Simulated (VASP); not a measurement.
Here is a VASP 6.6.1 calculation.

Contents of INCAR:

```
SYSTEM = InP
PREC = Accurate
ENCUT = 520
EDIFF = 1E-7
ISMEAR = -1
SIGMA = 0.05
LREAL = .FALSE.
LASPH = .TRUE.
NELM = 100
ALGO = Normal
ISIF = 2
LWAVE = .FALSE.
LCHARG = .FALSE.
GGA = PE
NBANDS = 16
```

File KPOINTS:

```
Automatic mesh
0
G
  8 8 8
  0 0 0
```

File POSCAR:

```
InP
1.0
    0.0000000000      2.7123113237      2.7123113237
    2.7123113237      0.0000000000      2.7123113237
    2.7123113237      2.7123113237      0.0000000000
In P
1 1
Direct
    0.0000000000      0.0000000000      0.0000000000
    0.5000000000      0.5000000000      0.5000000000
```

Potentials or basis: VASP PAW PBE potentials, release 64 (In_d, P).

Launch:

```console
$ cat potpaw_PBE.64/In_d/POTCAR potpaw_PBE.64/P/POTCAR > POTCAR
$ mpirun -np 1 vasp_std > vasp.out
```

Q: Estimate the pressure.

A: 5.2 GPa.

Q: Estimate the band gap on the k mesh.

A: Zero (band 9 reaches 8.15 eV, above the bottom of band 10 at 5.38 eV).

Caveat: spin-orbit coupling is left out, which moves the levels of the heavy elements.
